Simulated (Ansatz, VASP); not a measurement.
## TaSb in VASP and in Ansatz

INCAR

```
SYSTEM = TaSb
  PREC = Accurate
  ENCUT = 520
  EDIFF = 1E-6
  ISMEAR = -1
  SIGMA = 0.05
  LREAL = .False.
  LASPH = .True.
  NELM = 100
  ALGO = Normal
  ISIF = 2
  LWAVE = .False.
  LCHARG = .False.
  NBANDS = 15
```

KPOINTS

```
regular mesh
0
Gamma
  13 13 13
  0 0 0
```

The input POSCAR:

```
TaSb
1.0
    0.0000000000      2.4601635310      2.4601635310
    2.4601635310      0.0000000000      2.4601635310
    2.4601635310      2.4601635310      0.0000000000
Ta Sb
1 1
Direct
    0.0000000000      0.0000000000      0.0000000000
    0.5000000000      0.5000000000      0.5000000000
```

Input for Ansatz:

```yaml
crystal:
  lattice:
    - [0.0, 2.460163531, 2.460163531]
    - [2.460163531, 0.0, 2.460163531]
    - [2.460163531, 2.460163531, 0.0]
  atoms:
    - { symbol: Ta, position: [0.0, 0.0, 0.0] }
    - { symbol: Sb, position: [0.5, 0.5, 0.5] }
kpoints:
  mp_grid: { grid: [13, 13, 13] }
scf:
  occupations: { method: fermi_dirac, width: 0.05 }
hamiltonian:
  xc: lda
  pseudopotentials: { kind: all_electron, datasets: crystal }
output:
  forces: true
  stress: true
  eigenvalues: true
```

Change from the starting cell: volume scaled by 0.7, crystal datasets.

Alike in both runs: task single point; functional LDA; k mesh 13 × 13 × 13; occupations fermi-dirac, width 0.05 eV; no spin polarisation.

|  | VASP | Ansatz |
| --- | --- | --- |
| version | VASP 6.6.1 | Ansatz 0.2.0 |
| potentials or method | VASP PAW LDA potentials, release 64 (Ta_pv, Sb), cutoff 520 eV | all-electron PAW with datasets made for the crystal, scalar-relativistic |

```csv
,VASP,Ansatz,Ansatz less VASP
pressure (GPa),108.1,105.8,-2.36
```

LDA's correlation is that of Perdew and Zunger in VASP and of Perdew and Wang (1992) in Ansatz. Both programs put the cell under a high pressure, so it lies far from rest at this level. Ansatz ran all-electron here, and VASP with PAW potentials.

Spin-orbit coupling is off throughout. Noted on VASP's run: the cell as given lies far from equilibrium.
